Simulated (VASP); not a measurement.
# C (R3m) in VASP: further runs, part 2 of 2

VASP 6.6.1. The steps go on from the part before.

## (3) Single point, PBE (the distance across one plane changed)

Input file INCAR:

```
SYSTEM = C
  ALGO = Normal
  EDIFF = 1E-6
  ENCUT = 520
  GGA = PE
  ISIF = 2
  ISMEAR = 0
  ISYM = 0
  LASPH = .True.
  LCHARG = .True.
  LELF = .True.
  LREAL = .False.
  LVHAR = .True.
  LWAVE = .False.
  NBANDS = 31
  NELM = 80
  PREC = Accurate
  SIGMA = 0.05
```

Input file KPOINTS:

```
k-points
0
Gamma
  10 10 3
  0 0 0
```

Input file POSCAR:

```
C
1.0
   -2.5194924611      0.0000000000      0.0000000000
   -1.2597462306     -2.1819444760      0.0000000000
    1.2597462306      0.7273148253     11.3668212017
C
10
Direct
    0.0108950019      0.0108950019      0.4332350058
    0.9656126488      0.9656126488      0.2973879465
    0.0873743828      0.0873743828      0.6626731485
    0.8891332679      0.8891332679      0.0679498038
    0.1326879467      0.1326879467      0.7986138402
    0.8144945895      0.8144945895      0.8440337686
    0.3594595366      0.3594595366      0.4789286098
    0.6170481142      0.6170481142      0.2516943425
    0.4054810500      0.4054810500      0.6169931499
    0.5710266008      0.5710266008      0.1136298024
```

Potentials or basis: VASP PAW PBE potentials, release 64 (C).

The run is started by

```
$ cat potpaw_PBE.64/C/POTCAR > POTCAR
$ mpirun -np 1 vasp_std > vasp.out
```

OUTCAR:

```text
SYSTEM = C
   EDIFF = 1E-6
   ENCUT = 520
   GGA = PE
   ISIF = 2
   ISMEAR = 0
   ISYM = 0
   LASPH = .True.
   LREAL = .False.
   NELM = 80
   PREC = Accurate

 ion  position               nearest neighbor table
   1  0.011  0.011  0.433-   2 1.54   7 1.54   7 1.54   7 1.54
   2  0.966  0.966  0.297-   1 1.54   8 1.54   8 1.54   8 1.54
[... 1023 lines left out ...]
  Total       -0.4930545     -0.4929954     -8.2864407     -0.0000526      0.0003123      0.0005398
  in kB      -12.6418222    -12.6403074   -212.4627612     -0.0013474      0.0080085      0.0138398
  external PRESSURE =     -79.2482969 kB  Pullay stress =       0.0000000 kB

 VOLUME and BASIS-vectors are now :
 -----------------------------------------------------------------------------
  energy-cutoff  :      520.00
  volume of cell :       62.49
      direct lattice vectors                 reciprocal lattice vectors
    -2.519492461  0.000000000  0.000000000    -0.396905335  0.229153402  0.029325115
    -1.259746231 -2.181944476  0.000000000     0.000000000 -0.458306804  0.029325115
     1.259746231  0.727314825 11.366821202     0.000000000  0.000000000  0.087975344

 POSITION                                       TOTAL-FORCE (eV/Angst)
 -----------------------------------------------------------------------------------
      0.50459      0.29133      4.92450        -0.000152     -0.000088      0.062057
     -3.27465     -1.89062      3.38036         0.000154      0.000089     -0.147711
      0.50459      0.29133      7.53249         0.000139      0.000080     -0.472892
     -3.27465     -1.89062      0.77237        -0.000094     -0.000054      0.224055
      0.50459      0.29133      9.07770        -0.000087     -0.000050      3.339374
     -2.01490     -1.16330      9.59398         0.000030      0.000018     -0.322601
     -0.75515     -0.43599      5.44390         0.000162      0.000093     -0.050870
     -2.01490     -1.16330      2.86096        -0.000123     -0.000070      0.472197
     -0.75515     -0.43599      7.01325        -0.000191     -0.000111      0.129977
     -2.01490     -1.16330      1.29161         0.000161      0.000093     -3.233585
 -----------------------------------------------------------------------------------
    total drift:                                0.000036      0.000020      0.000029

  FREE ENERGIE OF THE ION-ELECTRON SYSTEM (eV)
  ---------------------------------------------------
  free  energy   TOTEN  =       -87.9555227098 eV

  energy  without entropy=      -87.9555227098  energy(sigma->0) =      -87.95552271
```

OSZICAR:

```text
N       E                     dE             d eps       ncg     rms          rms(c)
DAV:   1     0.102342554605E+03    0.10234E+03   -0.21360E+04  9424   0.125E+03
DAV:   2    -0.829012387170E+02   -0.18524E+03   -0.17758E+03 11830   0.244E+02
DAV:   3    -0.907807256922E+02   -0.78795E+01   -0.78260E+01 12642   0.467E+01
DAV:   4    -0.908731846097E+02   -0.92459E-01   -0.92257E-01 12961   0.530E+00
DAV:   5    -0.908749082095E+02   -0.17236E-02   -0.17229E-02 12649   0.685E-01    0.120E+01
DAV:   6    -0.886590249611E+02    0.22159E+01   -0.16878E+00 11391   0.642E+00    0.709E+00
DAV:   7    -0.879495328374E+02    0.70949E+00   -0.18379E+00 11803   0.689E+00    0.154E+00
DAV:   8    -0.879557849666E+02   -0.62521E-02   -0.57015E-02 12772   0.129E+00    0.482E-01
DAV:   9    -0.879559894727E+02   -0.20451E-03   -0.17540E-02 12613   0.587E-01    0.171E-01
DAV:  10    -0.879554602503E+02    0.52922E-03   -0.61740E-03 12420   0.311E-01    0.471E-02
DAV:  11    -0.879554948918E+02   -0.34641E-04   -0.23073E-04 11717   0.906E-02    0.239E-02
DAV:  12    -0.879555141653E+02   -0.19273E-04   -0.27231E-05 12711   0.302E-02    0.118E-02
DAV:  13    -0.879555223223E+02   -0.81570E-05   -0.89011E-06 11631   0.182E-02    0.319E-03
DAV:  14    -0.879555227098E+02   -0.38746E-06   -0.10943E-06  9796   0.745E-03
   1 F= -.87955523E+02 E0= -.87955523E+02  d E =-.187138E-19
```

stdout:

```text
POSCAR found type information on POSCAR C
 POSCAR found :  1 types and      10 ions
 scaLAPACK will be used
 LDA part: xc-table for (Slater+PW92), standard interpolation
 -----------------------------------------------------------------------------
|                                                                             |
|           W    W    AA    RRRRR   N    N  II  N    N   GGGG   !!!           |
|           W    W   A  A   R    R  NN   N  II  NN   N  G    G  !!!           |
|           W    W  A    A  R    R  N N  N  II  N N  N  G       !!!           |
|           W WW W  AAAAAA  RRRRR   N  N N  II  N  N N  G  GGG   !            |
|           WW  WW  A    A  R   R   N   NN  II  N   NN  G    G                |
|           W    W  A    A  R    R  N    N  II  N    N   GGGG   !!!           |
|                                                                             |
|     Your reciprocal lattice and k-lattice belong to different lattice       |
|     classes:                                                                |
|                                                                             |
|        The reciprocal lattice is rhombohedral (trigonal),                   |
|        whereas your k-lattice is base-centered monoclinic.                  |
|                                                                             |
|     Results are often still useful ...                                      |
|                                                                             |
 -----------------------------------------------------------------------------

 POSCAR, INCAR and KPOINTS ok, starting setup
 FFT: planning ... GRIDC
 FFT: planning ... GRID_SOFT
 FFT: planning ... GRID
 WAVECAR not read
 entering main loop
```

Wall time 8.6 min (1 thread of Intel Xeon 8259CL, shared host); peak memory 0.31 GiB.

What came out:

```
Free energy   : -87.9555 eV
Pressure      : -7.9 GPa
Largest force : 3.339 eV/Å
```

Forces in eV/Å, atoms in the order of the input:
```
C    0.000  0.000  0.062
C    0.000  0.000 -0.148
C    0.000  0.000 -0.473
C    0.000  0.000  0.224
C    0.000  0.000  3.339
C    0.000  0.000 -0.323
C    0.000  0.000 -0.051
C    0.000  0.000  0.472
C    0.000  0.000  0.130
C    0.000  0.000 -3.234
```

Stress tensor (GPa, compression positive):
```
 -1.26   0.00   0.00
  0.00  -1.26   0.00
  0.00   0.00 -21.25
```

Caveat: the cell differs from its parent crystal (the distance across one plane changed); the cell stands under tension; forces of over 1 eV/Å act on the atoms, so gaps and moduli don't describe the material at rest.

## (4) Single point, PBE (the distance across one plane changed)

Input file INCAR:

```
SYSTEM = C
PREC     = Accurate       ! precision mode
ENCUT    = 520            ! plane-wave cutoff, eV
EDIFF    = 1E-6           ! SCF threshold, eV
ISMEAR   = 0              ! smearing method
SIGMA    = 0.05           ! smearing width, eV
LREAL    = .False.        ! projectors in reciprocal space
LASPH    = .True.         ! aspherical terms in the spheres
NELM     = 100            ! most SCF steps
ALGO     = Normal         ! electronic algorithm
ISIF     = 2              ! what is computed and relaxed
LWAVE    = .False.        ! write WAVECAR
LCHARG   = .False.        ! write CHGCAR
GGA      = PE             ! functional
NBANDS   = 31             ! bands
ISYM     = 0
```

Input file KPOINTS:

```
regular mesh
0
Gamma
  10 10 3
  0 0 0
```

Input file POSCAR:

```
C
1.0
   -2.5194924611      0.0000000000      0.0000000000
   -1.2597462306     -2.1819444760      0.0000000000
    1.2597462306      0.7273148253     11.8668212017
C
10
Direct
    0.0048103199      0.0048103199      0.4149809596
    0.9614359062      0.9614359062      0.2848577186
    0.0780672969      0.0780672969      0.6347518907
    0.8881789292      0.8881789292      0.0650867875
    0.1214716063      0.1214716063      0.7649648189
    0.8026403370      0.8026403370      0.8084710111
    0.3527330988      0.3527330988      0.4587492963
    0.6135131273      0.6135131273      0.2410893819
    0.3968155287      0.3968155287      0.5909965861
    0.5694306974      0.5694306974      0.1088420922
```

The run is started by

```
$ cat potpaw_PBE.64/C/POTCAR > POTCAR
$ mpirun -np 1 vasp_std > vasp.out
```

It took 9.8 min on 1 thread of Intel Xeon 8259CL, shared host; peak memory 0.32 GiB.

The run converged. Its results:

| Quantity | Value |
| --- | --- |
| Free energy | -86.9192 eV |
| Pressure | -6.2 GPa |
| Largest force | 3.859 eV/Å |

Forces on the atoms (eV/Å):
```
C   -0.001  0.000  0.102
C    0.001  0.000 -0.216
C    0.000  0.000 -0.636
C    0.000  0.000  1.605
C    0.000  0.000  3.859
C    0.000  0.000 -1.753
C    0.001  0.000 -0.088
C   -0.001  0.000  0.653
C   -0.001  0.000  0.198
C    0.000  0.000 -3.723
```

Stress tensor (GPa, compression positive):
```
 -1.35   0.00   0.01
  0.00  -1.35   0.00
  0.01   0.00 -15.75
```

Caveat: the cell differs from its parent crystal (the distance across one plane changed); the cell stands under tension; forces of over 1 eV/Å act on the atoms, so gaps and moduli don't describe the material at rest.

## (5) The runs side by side

```tsv
cell	pressure (GPa)	largest force (eV/Å)
a = 2.519, b = 2.519, c = 11.212 Å, angles 96.5, 96.5, 60.0°, 10 atoms	-8.4	2.88
a = 2.519, b = 2.519, c = 11.460 Å, angles 96.3, 96.3, 60.0°, 10 atoms	-7.9	3.34
a = 2.519, b = 2.519, c = 11.956 Å, angles 96.0, 96.0, 60.0°, 10 atoms	-6.2	3.86
```

Alike in all rows: task single point; level PBE; potentials or basis VASP PAW PBE potentials, release 64 (C); no spin polarisation; k mesh 10 × 10 × 3; cutoff (eV) 520; smearing gaussian 0.05 eV.

Caveats: the cell stands under tension; forces of over 1 eV/Å act on the atoms, so gaps and moduli don't describe the material at rest.

Total energies depend on the potentials used, so only differences within one code and one set of settings carry meaning.
